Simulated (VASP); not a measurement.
# Ag4O: single point with PBEsol

Ag4O, a slab with vacuum:

```
Ag O
1.0
     2.86690    0.00000    0.00000
     0.00000    2.86690    0.00000
     0.00000    0.00000   25.08162
Ag O
4 1
Direct
  0.50000 0.50000 0.33889
  0.00000 0.00000 0.41972
  0.50000 0.50000 0.50082
  0.00000 0.00000 0.57992
  0.00000 0.00000 0.65719
```

| Item | Value |
| --- | --- |
| Program | VASP 6.6.1 |
| Task | single point |
| Functional | PBEsol |
| Potentials or basis | VASP PAW PBE potentials, release 64 (Ag, O) |
| Cutoff | 520 eV |
| k mesh | 10 × 10 × 1 |
| Occupations | gaussian, width 0.1 eV |
| Spin | no spin polarisation |

```yaml
Largest_force: 0.171 eV/Å
Band_gap_on_the_k_mesh: zero (bands 25 and 26 overlap by 2.88 eV)
```

Forces on the atoms (eV/Å):
```
Ag   0.000  0.000  0.171
Ag   0.000  0.000 -0.087
Ag   0.000  0.000 -0.164
Ag   0.000  0.000  0.039
O    0.000  0.000  0.040
```

Levels at points of the mesh, in eV from the Fermi level:
```
           k point  band 23  band 24  band 25  band 26  band 27  band 28
(0.00, 0.00, 0.00)    -2.89    -2.89    -0.97     0.16     0.16     0.88
(0.50, 0.00, 0.00)    -0.74    -0.44    -0.25     0.10     0.32     1.20
(0.50, 0.50, 0.00)    -1.18     0.28     2.58     2.58     4.76     4.76
```

It took 6.8 min on 1 thread of Oxide Virtual Turin-like Processor, on a shared host, peak memory 0.35 GiB.

Caveat: the PAW data sets were made with another functional, which shifts forces and pressure a little.
